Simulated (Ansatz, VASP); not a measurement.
# One calculation of TaS2, two programs

The input INCAR:

```
  ALGO = Normal
  EDIFF = 1E-6
  ENCUT = 500
  GGA = PS
  GGA_COMPAT = False
  ISIF = 2
  ISMEAR = 1
  LASPH = True
  LCHARG = False
  LREAL = False
  LWAVE = False
  NBANDS = 18
  NELM = 120
  PREC = Accurate
  SIGMA = 0.1
```

Contents of KPOINTS:

```
k-points
0
Gamma
  6 6 4
```

Contents of POSCAR:

```
TaS2
1.0
    3.3828573416      0.0000000000      0.0000000000
   -1.6914286708      2.9296403952      0.0000000000
    0.0000000000      0.0000000000      6.1679785700
Ta S
1 2
Direct
    0.0000000000      0.0000000000      0.0000000000
    0.6666666667      0.3333333333      0.7542821200
    0.3333333333      0.6666666667      0.2457178800
```

Input for Ansatz:

```yaml
crystal:
  lattice:
    - [3.3828573416, 0.0, 0.0]
    - [-1.6914286708, 2.9296403952, 0.0]
    - [0.0, 0.0, 6.16797857]
  atoms:
    - { symbol: Ta, position: [0.0, 0.0, 0.0] }
    - { symbol: S, position: [0.6666666667, 0.3333333333, 0.75428212] }
    - { symbol: S, position: [0.3333333333, 0.6666666667, 0.24571788] }
basis:
  ecutwfc: 420
kpoints:
  mp_grid: { grid: [6, 6, 4] }
hamiltonian:
  xc: pbesol
scf:
  occupations: { method: methfessel_paxton }
  mixing: { algorithm: anderson, ndim: 12 }
  max_iter: 94
output:
  forces: true
  stress: true
  eigenvalues: true
```

Alike in both runs: task single point; functional PBEsol; k mesh 6 × 6 × 4; no spin polarisation.

|  | VASP | Ansatz |
| --- | --- | --- |
| version | VASP 6.6.1 | Ansatz 0.2.0 |
| potentials or method | VASP PAW PBE potentials, release 64 (Ta_pv, S), cutoff 500 eV | scalar-relativistic, plane waves, PAW |
| occupations | methfessel-paxton of order 1, width 0.1 eV | methfessel-paxton of order 1 |
| valence electrons in the cell | 23 | 25 |

Ansatz gave:

* gap on the k mesh at the Fermi level (eV): none
* pressure (GPa): -2.7
* traceless stress, the component that is largest in VASP (GPa): 0.95
* rms of the force components (eV/Å): 0.048

Question: What did VASP give for the same quantities?

Answer: gap on the k mesh at the Fermi level (eV): none; pressure (GPa): -2.6; traceless stress, the component that is largest in VASP (GPa): 1.01; rms of the force components (eV/Å): 0.038.

VASP's potentials were made for PBE, not for PBEsol. Atom by atom the forces differ by 0.010 eV/Å (rms over components). A gap of «none» marks a metal or a gap that the smearing closes. VASP's potentials hold 23 valence electrons a cell and Ansatz's 25, so a difference there can come from the potentials and not from the codes.

Spin-orbit coupling is off throughout.
